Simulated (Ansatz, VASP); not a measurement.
# Bi: VASP beside Ansatz

File INCAR:

```
PREC = Accurate
ENCUT = 520
EDIFF = 1E-6
ISMEAR = -1
SIGMA = 0.1
LREAL = False
LASPH = True
NELM = 80
ALGO = Normal
ISIF = 2
LWAVE = False
LCHARG = True
GGA = RE
LELF = True
LVHAR = True
NBANDS = 22
```

KPOINTS

```
Automatic mesh
0
Gamma
  9 9 9
```

The input POSCAR:

```
Bi
1.0
    0.0000000000      3.6776112808      3.6776112808
    3.6776112808      0.0000000000      3.6776112808
    3.6776112808      3.6776112808      0.0000000000
Bi
2
Direct
    0.1250000000      0.1250000000      0.1250000000
    0.8750000000      0.8750000000      0.8750000000
```

Input for Ansatz:

```yaml
crystal:
  lattice:
    - [0.0, 3.6776112808, 3.6776112808]
    - [3.6776112808, 0.0, 3.6776112808]
    - [3.6776112808, 3.6776112808, 0.0]
  atoms:
    - { symbol: Bi, position: [0.125, 0.125, 0.125] }
    - { symbol: Bi, position: [0.875, 0.875, 0.875] }
hamiltonian:
  xc: revpbe
  pseudopotentials:
    kind: paw
    azcp:
      Bi: "pseudopotentials/Bi.paw.azcp"
basis:
  ecutwfc: 420
  fft_grid_basis: typed
kpoints:
  mp_grid: { grid: [9, 9, 9], shift: [0, 0, 0] }
magnetization:
  spin_polarized: false
scf:
  occupations: { method: fermi_dirac, width: 0.1 }
  lower_state_search: "off"
output:
  stress: true
  write_density: true
  write_potential: true
  elf: true
  volumetric_format: npy
```

Alike in both runs: task single point; functional revPBE; k mesh 9 × 9 × 9; occupations fermi-dirac, width 0.1 eV; no spin polarisation.

```csv
,VASP,Ansatz
version,VASP 6.6.1,Ansatz 0.2.0
potentials or method,"VASP PAW PBE potentials, release 64 (Bi_d), cutoff 520 eV","plane waves (420 eV) with PAW, scalar-relativistic"
valence electrons in the cell,30,30
```

|  | VASP | Ansatz | Ansatz less VASP |
| --- | --- | --- | --- |
| pressure (GPa) | -0.1 | 0.0 | +0.05 |

VASP's potentials were made for PBE, not for revPBE.

Spin-orbit coupling is off throughout.
